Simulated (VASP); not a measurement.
Crystal: Ta3N.

```
Ta N
1.0
     2.99124    0.00000    0.00000
    -1.49562    2.59049    0.00000
     0.00000    0.00000    7.42245
Ta N
3 1
Direct
  0.66667 0.33333 0.82607
  0.33333 0.66667 0.17393
  0.00000 0.00000 0.50000
  0.00000 0.00000 0.00000
```

Base run:

| Item | Value |
| --- | --- |
| Program | VASP 6.6.1 |
| Functional | PBEsol |
| Potentials or basis | VASP PAW PBE potentials, release 64 (Ta_pv, N) |
| Cutoff | 520 eV |
| k mesh | 10 × 10 × 4 |
| Occupations | fermi-dirac, width 0.05 eV |
| Spin | no spin polarisation |

Its results: band gap on the k mesh zero (band 19 reaches 7.32 eV, above the bottom of band 20 at 6.59 eV); pressure 2.7 GPa; largest force 0.072 eV/Å.

Q: The run is repeated on the same cell with these changes: potentials or basis from VASP PAW PBE potentials, release 64 (Ta_pv, N) to VASP PAW PBE potentials, release 64 (Ta_sv_GW, N); cutoff from 520 eV to 600 eV; further incar settings from ALGO = Normal; EDIFF = 1e-06; NBANDS = 27 to ALGO = Normal; EDIFF = 1e-06; NBANDS = 30; valence electrons from 38 to 44. What comes out?

A: Band gap on the k mesh zero (band 22 reaches 12.04 eV, above the bottom of band 23 at 11.31 eV); pressure 2.1 GPa; largest force 0.089 eV/Å.

Caveats: the PAW data sets were made with another functional, which shifts forces and pressure a little; spin-orbit coupling is left out, which moves the levels of the heavy elements.
